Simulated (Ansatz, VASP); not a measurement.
**One calculation of CrB2, two programs**

```
Cr B
1.0
     2.94611    0.00000    0.00000
    -1.47306    2.55141    0.00000
     0.00000    0.00000    2.86304
Cr B
1 2
Direct
  0.00000 0.00000 0.00000
  0.33333 0.66667 0.50000
  0.66667 0.33333 0.50000
```

Alike in both runs: functional LDA; k mesh 18 × 18 × 14; occupations fermi-dirac, width 0.15 eV; no spin polarisation.

Ansatz relaxed the structure, and its values are those at the end. VASP's run is a single point on that final structure, the one shown.

|  | VASP | Ansatz |
| --- | --- | --- |
| version | VASP 6.6.1 | Ansatz 0.2.0 |
| potentials or method | VASP PAW LDA potentials, release 64 (Cr_pv, B), cutoff 520 eV | scalar-relativistic, plane waves, PAW |
| valence electrons in the cell | 18 | 20 |

VASP gave:

- gap on the k mesh at the Fermi level (eV): none
- pressure (GPa): 0.5

**Question.** What did Ansatz give for the same quantities?

**Answer.** gap on the k mesh at the Fermi level (eV): none; pressure (GPa): 0.0.

LDA's correlation is that of Perdew and Zunger in VASP and of Perdew and Wang (1992) in Ansatz. A gap of «none» marks a metal or a gap that the smearing closes. VASP's potentials hold 18 valence electrons a cell and Ansatz's 20, so a difference there can come from the potentials and not from the codes.
